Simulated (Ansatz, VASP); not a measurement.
**Ca in VASP and in Ansatz**

INCAR

```
SYSTEM = Ca
ALGO     = Fast           ! electronic algorithm
EDIFF    = 1E-6           ! SCF threshold, eV
ENCUT    = 520            ! plane-wave cutoff, eV
GGA      = PS             ! functional
ISIF     = 2              ! what is computed and relaxed
ISMEAR   = 0              ! smearing method
LASPH    = .TRUE.         ! aspherical terms in the spheres
LCHARG   = .FALSE.        ! write CHGCAR
LREAL    = .FALSE.        ! projectors in reciprocal space
LWAVE    = .FALSE.        ! write WAVECAR
NBANDS   = 17             ! bands
NELM     = 60             ! most SCF steps
PREC     = Accurate       ! precision mode
SIGMA    = 0.1            ! smearing width, eV
```

The input KPOINTS:

```
k-points
0
G
  12 12 8
  0 0 0
```

File POSCAR:

```
Ca
1.0
    3.8564348458      0.0000000000      0.0000000000
    0.0000000000      3.8575802206      0.0000000000
    0.0000000000      0.0000000000      5.6117562348
Ca
2
Direct
    0.0000000000      0.0000000000      0.5000000000
    0.5000000000      0.5000000000      0.0000000000
```

Input for Ansatz:

```yaml
crystal:
  lattice:
    - [3.8564348458, 0.0, 0.0]
    - [0.0, 3.8575802206, 0.0]
    - [0.0, 0.0, 5.6117562348]
  atoms:
    - { symbol: Ca, position: [0.0, 0.0, 0.5] }
    - { symbol: Ca, position: [0.5, 0.5, 0.0] }
basis:
  ecutwfc: 420
kpoints:
  mp_grid: { grid: [12, 12, 8] }
hamiltonian:
  xc: pbesol
scf:
  occupations: { method: gaussian, width: 0.1 }
output:
  forces: true
  stress: true
  eigenvalues: true
```

Change from the starting cell: strain along c alone, the other axes held, atoms relaxed: +3.0 %.

Alike in both runs: task single point; functional PBEsol; k mesh 12 × 12 × 8; occupations gaussian, width 0.1 eV; no spin polarisation.

|  | VASP | Ansatz |
| --- | --- | --- |
| version | VASP 6.6.1 | Ansatz 0.2.0 |
| potentials or method | VASP PAW PBE potentials, release 64 (Ca_sv), cutoff 520 eV | scalar-relativistic, plane waves, PAW |
| valence electrons in the cell | 20 | 20 |

```csv
,VASP,Ansatz,Ansatz less VASP
gap on the k mesh at the Fermi level (eV),none,none,-
pressure (GPa),-0.5,-0.5,-0.01
"traceless stress, the component that is largest in VASP (GPa)",-0.18,-0.18,+0.001
```

VASP's potentials were made for PBE, not for PBEsol. A gap of «none» marks a metal or a gap that the smearing closes. With one functional, cell and mesh, what is left measures potentials, basis and numerics.
